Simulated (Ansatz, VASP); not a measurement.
One calculation of K3Al, two programs

```
K Al
1.0
     5.69499    0.00000    0.00000
     0.00000    5.69499    0.00000
     0.00000    0.00000    5.69499
K Al
3 1
Cartesian
  0.0000 2.8475 2.8475
  2.8475 0.0000 2.8475
  2.8475 2.8475 0.0000
  0.0000 0.0000 0.0000
```

Alike in both runs: task relaxation of cell and atoms; functional PBE; k mesh 8 × 8 × 8; occupations gaussian, width 0.1 eV; no spin polarisation.

|  | VASP | Ansatz |
| --- | --- | --- |
| version | VASP 6.6.1 | Ansatz 0.2.0 |
| potentials or method | VASP PAW PBE potentials, release 64 (K_sv, Al), cutoff 600 eV | scalar-relativistic, plane waves, PAW |
| valence electrons in the cell | 30 | 30 |

|  | VASP | Ansatz | Ansatz less VASP |
| --- | --- | --- | --- |
| gap on the k mesh at the Fermi level, each at its own relaxed structure (eV) | none | none | - |
| relaxed volume (Å³/atom) | 47.82 | 47.78 | -0.048 |
| relaxed length of the cell vector where the two differ most in proportion (Å) | 5.762 | 5.760 | -0.0019 |

A gap of «none» marks a metal or a gap that the smearing closes.
